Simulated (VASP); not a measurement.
Wanted: the native input for a VASP 6.6.1 run.

```
Task                   : single point
Functional             : PBE
Potentials or basis    : VASP PAW PBE potentials, release 64 (Li_sv, F)
Cutoff                 : 520 eV
k mesh                 : 6 × 6 × 6
Occupations            : gaussian, width 0.01 eV
Spin                   : no spin polarisation
Dipole correction      : no
Further INCAR settings : ALGO = Normal; EDIFF = 1e-06; NBANDS = 12
```

The structure of LiF lies in POSCAR:

```
LiF
1.0
    0.0000000000      1.9948717406      1.9948717406
    2.0048460993      0.0000000000      1.9948717406
    2.0048460993      1.9948717406      0.0000000000
Li F
1 1
Direct
    0.0000000000      0.0000000000      0.0000000000
    0.5000000000      0.5000000000      0.5000000000
```

This cell differs from its parent crystal: uniaxial x strain +0.5%.

These files were run (other wordings do the same):

INCAR

```
SYSTEM = LiF
PREC     = Accurate       ! precision mode
ENCUT    = 520            ! plane-wave cutoff, eV
EDIFF    = 1E-6           ! SCF threshold, eV
ISMEAR   = 0              ! smearing method
SIGMA    = 0.01           ! smearing width, eV
LREAL    = .False.        ! projectors in reciprocal space
LASPH    = .True.         ! aspherical terms in the spheres
NELM     = 100            ! most SCF steps
ALGO     = Normal         ! electronic algorithm
ISIF     = 2              ! what is computed and relaxed
LWAVE    = .False.        ! write WAVECAR
LCHARG   = .True.         ! write CHGCAR
GGA      = PE             ! functional
LELF     = .True.         ! ELF
LVHAR    = .True.       
NBANDS   = 12             ! bands
```

KPOINTS

```
Automatic mesh
0
Gamma
  6 6 6
  0 0 0
```

Potentials or basis: VASP PAW PBE potentials, release 64 (Li_sv, F).

The run is started by

```bash
$ cat potpaw_PBE.64/Li_sv/POTCAR potpaw_PBE.64/F/POTCAR > POTCAR
$ mpirun -np 1 vasp_std > vasp.out
```

Results of the run:

- Band gap on the k mesh: 9.30 eV, direct

Caveat: the k points lie up to 0.45 Å⁻¹ apart; the cell differs from its parent crystal (uniaxial x strain +0.5%).

It took 3 s on 1 thread of Intel(R) Xeon(R) 6975P-C (Granite Rapids), on a shared host, peak memory 0.13 GiB.
